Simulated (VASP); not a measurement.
# Cu (R-3m) in VASP: a series of runs

The runs below take Cu through electric field gradients, with PBE.

Everything below comes from runs of VASP 6.6.1. Logs are shortened: lines on timing, memory, paths and dates and some standing lists are left out, and cuts for length are marked.

### 1 The cell of the first run

Symmetry: R-3m, No. 166, trigonal system. Conventional cell: a = 2.595 Å, b = 2.595 Å, c = 6.074 Å, α = 90.00°, β = 90.00°, γ = 120.00°. Cu (site symmetry -3m) has 12 Cu at 2.52 to 2.59 Å within 3.3 Å.

### 2 Electric field gradients, PBE (equal xy, yz and zx shear strains of -3 %)

INCAR reads:

```
SYSTEM = Cu
ALGO     = Normal         ! electronic algorithm
EDIFF    = 1E-8           ! SCF threshold, eV
ENCUT    = 520            ! plane-wave cutoff, eV
GGA      = PE             ! functional
ISIF     = 2              ! what is computed and relaxed
ISMEAR   = -1             ! smearing method
LASPH    = .True.         ! aspherical terms in the spheres
LCHARG   = .False.        ! write CHGCAR
LEFG     = .True.       
LREAL    = .False.        ! projectors in reciprocal space
LWAVE    = .False.        ! write WAVECAR
NBANDS   = 12             ! bands
NELM     = 60             ! most SCF steps
PREC     = Accurate       ! precision mode
SIGMA    = 0.08           ! smearing width, eV
```

KPOINTS reads:

```
k-points
0
Gamma
  19 19 19
  0 0 0
```

POSCAR reads:

```
Cu
1.0
   -0.0542250000      1.7803875000      1.7803875000
    1.7803875000     -0.0542250000      1.7803875000
    1.7803875000      1.7803875000     -0.0542250000
Cu
1
Direct
    0.0000000000      0.0000000000      0.0000000000
```

Potentials or basis: VASP PAW PBE potentials, release 64 (Cu).

Launch:

```sh
$ cat potpaw_PBE.64/Cu/POTCAR > POTCAR
$ mpirun -np 1 vasp_std > vasp.out
```

OUTCAR:

```text
SYSTEM = Cu
   EDIFF = 1E-8
   ENCUT = 520
   GGA = PE
   ISIF = 2
   ISMEAR = -1
   LASPH = .True.
   LREAL = .False.
   NELM = 60
   PREC = Accurate

 ion  position               nearest neighbor table
   1  0.000  0.000  0.000-

  LATTYP: Found a trigonal (rhomboedric) cell.
 ALAT       =     2.5184319826
 COS(alpha) =     0.4693254694

  Lattice vectors:

 A1 = (  -0.0542250000,   1.7803875000,   1.7803875000)
 A2 = (   1.7803875000,  -0.0542250000,   1.7803875000)
 A3 = (   1.7803875000,   1.7803875000,  -0.0542250000)

Analysis of symmetry for initial positions (statically):
=====================================================================
 Subroutine PRICEL returns:
 Original cell was already a primitive cell.

 Routine SETGRP: Setting up the symmetry group for a
 trigonal (rhombohedral) supercell.

 Subroutine GETGRP returns: Found 12 space group operations
 (whereof 12 operations were pure point group operations)
 out of a pool of 12 trial point group operations.

The static configuration has the point symmetry D_3d.

Analysis of symmetry for dynamics (positions and initial velocities):
=====================================================================
 Subroutine PRICEL returns:
 Original cell was already a primitive cell.

 Routine SETGRP: Setting up the symmetry group for a
 trigonal (rhombohedral) supercell.

 Subroutine GETGRP returns: Found 12 space group operations
 (whereof 12 operations were pure point group operations)
 out of a pool of 12 trial point group operations.

The dynamic configuration has the point symmetry D_3d.

 Subroutine INISYM returns: Found 12 space group operations
 (whereof 12 operations are pure point group operations),
 and found     1 'primitive' translations

----------------------------------------------------------------------------------------

                                     Primitive cell

  volume of cell :      11.8024

  direct lattice vectors                    reciprocal lattice vectors
    -0.054225000  1.780387500  1.780387500    -0.268322625  0.276751608  0.276751608
     1.780387500 -0.054225000  1.780387500     0.276751608 -0.268322625  0.276751608
     1.780387500  1.780387500 -0.054225000     0.276751608  0.276751608 -0.268322625

  length of vectors
     2.518431983  2.518431983  2.518431983     0.474531280  0.474531280  0.474531280

  position of ions in fractional coordinates (direct lattice)
     0.000000000  0.000000000  0.000000000

  ion indices of the primitive-cell ions
   primitive index   ion index
                 1           1

----------------------------------------------------------------------------------------

 KPOINTS: k-points

Automatic generation of k-mesh.
 Grid dimensions read from file:
 generate k-points for:   19   19   19

 Generating k-lattice:

  Cartesian coordinates                     Fractional coordinates (reciprocal lattice)
    -0.014122243  0.014565874  0.014565874     0.052631579  0.000000000 -0.000000000
     0.014565874 -0.014122243  0.014565874     0.000000000  0.052631579 -0.000000000
     0.014565874  0.014565874 -0.014122243     0.000000000  0.000000000  0.052631579

  Length of vectors
     0.024975331  0.024975331  0.024975331

  Shift w.r.t. Gamma in fractional coordinates (k-lattice)
     0.000000000  0.000000000  0.000000000

 Subroutine IBZKPT returns following result:
 ===========================================

 Found    670 irreducible k-points:

 Following reciprocal coordinates:
            Coordinates               Weight
  0.000000  0.000000  0.000000      1.000000
  0.052632  0.000000  0.000000      6.000000
  0.105263  0.000000  0.000000      6.000000
  0.157895  0.000000  0.000000      6.000000
  0.210526 -0.000000 -0.000000      6.000000
  0.263158  0.000000 -0.000000      6.000000
[... 16 lines left out ...]
 -0.315789  0.052632  0.000000     12.000000
 -0.263158  0.052632  0.000000     12.000000
 [... further k-points ...]
   k-points           NKPTS =    670   k-points in BZ     NKDIM =    670   number of bands    NBANDS=     12
   number of dos      NEDOS =    301   number of ions     NIONS =      1
   total plane-waves  NPLWV =   8000
   dimension x,y,z NGX =    20 NGY =   20 NGZ =   20
   dimension x,y,z NGXF=    40 NGYF=   40 NGZF=   40
   ions per type =               1
   NGX,Y,Z   is equivalent  to a cutoff of  13.20, 13.20, 13.20 a.u.
   NGXF,Y,Z  is equivalent  to a cutoff of  26.40, 26.40, 26.40 a.u.
 SYSTEM =  Cu
   PREC   = accura    normal or accurate (medium, high low for compatibility)
   ISTART =      0    job   : 0-new  1-cont  2-samecut
   ICHARG =      2    charge: 1-file 2-atom 10-const
   ISPIN  =      1    spin polarized calculation?
   LNONCOLLINEAR =      F non collinear calculations
   LSORBIT =      F    spin-orbit coupling
   LASPH  =      T    aspherical Exc in radial PAW
   ENCUT  =  520.0 eV  38.22 Ry    6.18 a.u.   4.68  4.68  4.68*2*pi/ulx,y,z
   NELM   =     60;   NELMIN=  2; NELMDL= -5     # of ELM steps
   EDIFF  = 0.1E-07   stopping-criterion for ELM
   LREAL  =      F    real-space projection
   EDIFFG = 0.1E-06   stopping-criterion for IOM
   NSW    =      0    number of steps for IOM
   IBRION =     -1    ionic relax: 0-MD 1-quasi-New 2-CG
   NFREE  =      0    steps in history (QN), initial steepest desc. (CG)
   ISIF   =      2    stress and relaxation
   ISYM   =      2    0-nonsym 1-usesym 2-fastsym
   POTIM  = 0.5000    time-step for ionic-motion
   TEBEG  =    0.0;   TEEND  =   0.0 temperature during run
   PSTRESS=    0.0 pullay stress
   NELECT =      11.0000    total number of electrons
   NUPDOWN=      -1.0000    fix difference up-down
   EMIN   =  10.00;   EMAX   =-10.00  energy-range for DOS
   EFERMI =   0.00;   METHOD = LEGACY
   ISMEAR =    -1;   SIGMA  =   0.08  broadening in eV -4-tet -1-fermi 0-gaus
   EFERMI_NEDOS =   21; number of points for ismear=-14 and -15
   IALGO  =     38    algorithm
   IMIX   =      4    mixing-type and parameters
     AMIX     =   0.40;   BMIX     =  1.00
     AMIX_MAG =   1.60;   BMIX_MAG =  1.00
  volume/ion in A,a.u.               =      11.80        79.65
  Fermi-wavevector in a.u.,A,eV,Ry     =   1.599126  3.021911 34.792893  2.557206
  Thomas-Fermi vector in A             =   2.696468
   LORBIT       =      0    0 simple, 1 ext, 2 COOP (PROOUT), +10 PAW based schemes
   GGA     = PE    functional components
   LHFCALC =     F    Hartree Fock is set to
   AEXX    =    0.0000 exact exchange contribution
   IVDW    =     0    specifies the selected vdW correction
   LEPSILON=     F    determine dielectric tensor
   LRPA    =     F    only Hartree local field effects (RPA)
 non-spin polarized calculation
  energy-cutoff  :      520.00
  volume of cell :       11.80
 maximum number of plane-waves:       325
   NGX =  9   NGY =  9   NGZ =  9

 number of electron      10.9999991 magnetization

 Free energy of the ion-electron system (eV)
  ---------------------------------------------------
  ext. energy  EPLUGINS =         0.00000000
  ---------------------------------------------------
  free energy    TOTEN  =        -3.72098663 eV

  energy without entropy =       -3.71444399  energy(sigma->0) =       -3.71771531

 E-fermi :   7.6233     XC(G=0): -12.7288

 val. band max:        7.6142499480   @ k =   0.4211   0.4211   0.0000
 cond. band min:       7.6245068733   @ k =  -0.3158  -0.4211   0.0526
 fundamental gap:      0.0102569253
 Fermi energy:         7.6232543295

 k-point     1 :       0.0000    0.0000    0.0000
  band No.  band energies     occupation
      1      -1.7621      2.00000
      2       4.4671      2.00000
      3       4.4671      2.00000
      4       4.7183      2.00000
      5       5.3968      2.00000
      6       5.3968      2.00000
      7      29.9634      0.00000
      8      32.1220      0.00000
      9      32.1220      0.00000
     10      34.6151      0.00000
     11      34.7346      0.00000
     12      34.7346      0.00000

 k-point     2 :       0.0526    0.0000    0.0000
  band No.  band energies     occupation
      1      -1.6631      2.00000
      2       4.4544      2.00000
      3       4.4816      2.00000
      4       4.7309      2.00000
      5       5.3905      2.00000
      6       5.3907      2.00000
      7      29.2532      0.00000
      8      31.0861      0.00000
      9      31.8504      0.00000
     10      34.0980      0.00000
     11      35.1521      0.00000
     12      35.9498      0.00000
[... 316 lines left out ...]
 k-point    24 :      -0.2632    0.0526    0.0000
  band No.  band energies     occupation
      1       0.8482      2.00000
      2       4.2604      2.00000
      3       4.5528      2.00000
      4       4.8430      2.00000
      5       5.4712      2.00000
      6       5.6843      2.00000
      7      18.3356      0.00000
      8      27.2014      0.00000
      9      30.7911      0.00000
     10      32.9231      0.00000
     11      34.4043      0.00000
     12      35.8743      0.00000

 [... further k-points ...]
[... 5 lines left out ...]
  --------------------------------------------------------------------------------------
  -------------------------------------------------------------------------------------
  Total        0.2002019      0.2002019      0.2002019      0.1597324      0.1597324      0.1597324
  in kB       27.1775352     27.1775352     27.1775352     21.6837676     21.6837676     21.6837676
  external PRESSURE =      27.1775352 kB  Pullay stress =       0.0000000 kB

 VOLUME and BASIS-vectors are now :
 -----------------------------------------------------------------------------
  energy-cutoff  :      520.00
  volume of cell :       11.80
      direct lattice vectors                 reciprocal lattice vectors
    -0.054225000  1.780387500  1.780387500    -0.268322625  0.276751608  0.276751608
     1.780387500 -0.054225000  1.780387500     0.276751608 -0.268322625  0.276751608
     1.780387500  1.780387500 -0.054225000     0.276751608  0.276751608 -0.268322625

 POSITION                                       TOTAL-FORCE (eV/Angst)
 -----------------------------------------------------------------------------------
      0.00000      0.00000      0.00000         0.000000      0.000000      0.000000
 -----------------------------------------------------------------------------------
    total drift:                               -0.000000     -0.000000     -0.000000

  FREE ENERGIE OF THE ION-ELECTRON SYSTEM (eV)
  ---------------------------------------------------
  free  energy   TOTEN  =        -3.7209866295 eV

  energy  without entropy=       -3.7144439854  energy(sigma->0) =       -3.71771531

 Electric field gradients (V/A^2)
---------------------------------------------------------------------
 ion       V_xx      V_yy      V_zz      V_xy      V_xz      V_yz
---------------------------------------------------------------------
   1      -0.000    -0.000     0.000    -0.832    -0.832    -0.832
---------------------------------------------------------------------

 Electric field gradients after diagonalization (V/A^2)
 (convention: |V_zz| > |V_xx| > |V_yy|)
----------------------------------------------------------------------
 ion       V_xx      V_yy      V_zz     asymmetry (V_yy - V_xx)/ V_zz
----------------------------------------------------------------------
   1       0.832     0.832    -1.664       0.000
----------------------------------------------------------------------

           NMR quadrupolar parameters

 Cq : quadrupolar parameter    Cq=e*Q*V_zz/h
 eta: asymmetry parameters     (V_yy - V_xx)/ V_zz
 Q  : nuclear electric quadrupole moment in mb (millibarn)
----------------------------------------------------------------------
 ion       Cq(MHz)       eta       Q (mb)
----------------------------------------------------------------------
   1      -0.004       0.000       1.000
----------------------------------------------------------------------
```

Run time: 53 s. Hardware: 1 thread of AMD EPYC 9R45 (Zen 5), shared host; peak memory 0.17 GiB.

Results:

| Property | Result |
| --- | --- |
| Free energy | -3.7210 eV |
| Pressure | 2.7 GPa |

Electric field gradients, principal values (V/Å²):
```
atom  least  middle  greatest (by size)
1 Cu  0.832   0.832              -1.664
```

Caveat: the cell differs from its parent crystal (equal xy, yz and zx shear strains of -3 %); without QUAD_EFG the Cq values of the log hold for a quadrupole moment of 1 mb, not for the nuclei.

### 3 Electric field gradients, PBE (equal xy, yz and zx shear strains of -1 %)

INCAR reads:

```
SYSTEM = Cu
PREC     = Accurate       ! precision mode
ENCUT    = 520            ! plane-wave cutoff, eV
EDIFF    = 1E-8           ! SCF threshold, eV
ISMEAR   = -1             ! smearing method
SIGMA    = 0.08           ! smearing width, eV
LREAL    = .False.        ! projectors in reciprocal space
LASPH    = .True.         ! aspherical terms in the spheres
NELM     = 60             ! most SCF steps
ALGO     = Normal         ! electronic algorithm
ISIF     = 2              ! what is computed and relaxed
LWAVE    = .False.        ! write WAVECAR
LCHARG   = .False.        ! write CHGCAR
GGA      = PE             ! functional
LEFG     = .True.       
NBANDS   = 12             ! bands
```

KPOINTS reads:

```
Automatic mesh
0
Gamma
  19 19 19
  0 0 0
```

POSCAR reads:

```
Cu
1.0
   -0.0180750000      1.7984625000      1.7984625000
    1.7984625000     -0.0180750000      1.7984625000
    1.7984625000      1.7984625000     -0.0180750000
Cu
1
Direct
    0.0000000000      0.0000000000      0.0000000000
```

Potentials or basis: VASP PAW PBE potentials, release 64 (Cu).

Launch:

```sh
$ cat potpaw_PBE.64/Cu/POTCAR > POTCAR
$ mpirun -np 1 vasp_std > vasp.out
```

OUTCAR:

```text
SYSTEM = Cu
   PREC = Accurate
   ENCUT = 520
   EDIFF = 1E-8
   ISMEAR = -1
   LREAL = .False.
   LASPH = .True.
   NELM = 60
   ISIF = 2
   GGA = PE

 ion  position               nearest neighbor table
   1  0.000  0.000  0.000-

  LATTYP: Found a trigonal (rhomboedric) cell.
 ALAT       =     2.5434742840
 COS(alpha) =     0.4899250057

  Lattice vectors:

 A1 = (  -0.0180750000,   1.7984625000,   1.7984625000)
[... 566 lines left out ...]
    total drift:                               -0.000000     -0.000000     -0.000000

  FREE ENERGIE OF THE ION-ELECTRON SYSTEM (eV)
  ---------------------------------------------------
  free  energy   TOTEN  =        -3.7275435959 eV

  energy  without entropy=       -3.7203095350  energy(sigma->0) =       -3.72392657

 Electric field gradients (V/A^2)
---------------------------------------------------------------------
 ion       V_xx      V_yy      V_zz      V_xy      V_xz      V_yz
---------------------------------------------------------------------
   1      -0.000    -0.000    -0.000    -0.227    -0.227    -0.227
---------------------------------------------------------------------

 Electric field gradients after diagonalization (V/A^2)
 (convention: |V_zz| > |V_xx| > |V_yy|)
----------------------------------------------------------------------
 ion       V_xx      V_yy      V_zz     asymmetry (V_yy - V_xx)/ V_zz
----------------------------------------------------------------------
   1       0.227     0.227    -0.453       0.000
----------------------------------------------------------------------

           NMR quadrupolar parameters

 Cq : quadrupolar parameter    Cq=e*Q*V_zz/h
 eta: asymmetry parameters     (V_yy - V_xx)/ V_zz
 Q  : nuclear electric quadrupole moment in mb (millibarn)
----------------------------------------------------------------------
 ion       Cq(MHz)       eta       Q (mb)
----------------------------------------------------------------------
   1      -0.001       0.000       1.000
----------------------------------------------------------------------
```

Wall time 52 s (1 thread of AMD EPYC 9R45 (Zen 5), shared host); peak memory 0.17 GiB.

Results:

| Property | Result |
| --- | --- |
| Free energy | -3.7275 eV |
| Pressure | 2.3 GPa |

Stress tensor (GPa, compression positive):
```
2.30 0.73 0.73
0.73 2.30 0.73
0.73 0.73 2.30
```

Levels at points of the mesh, in eV from the Fermi level:
| k point | band 4 | band 5 | band 6 | band 7 | band 8 | band 9 |
| --- | --- | --- | --- | --- | --- | --- |
| (0.00, 0.00, 0.00) | -3.02 | -2.25 | -2.25 | 22.52 | 24.95 | 24.95 |

Electric field gradients, principal values (V/Å²):
```
atom  least  middle  greatest (by size)
1 Cu  0.227   0.227              -0.453
```

Caveat: the cell differs from its parent crystal (equal xy, yz and zx shear strains of -1 %); without QUAD_EFG the Cq values of the log hold for a quadrupole moment of 1 mb, not for the nuclei.
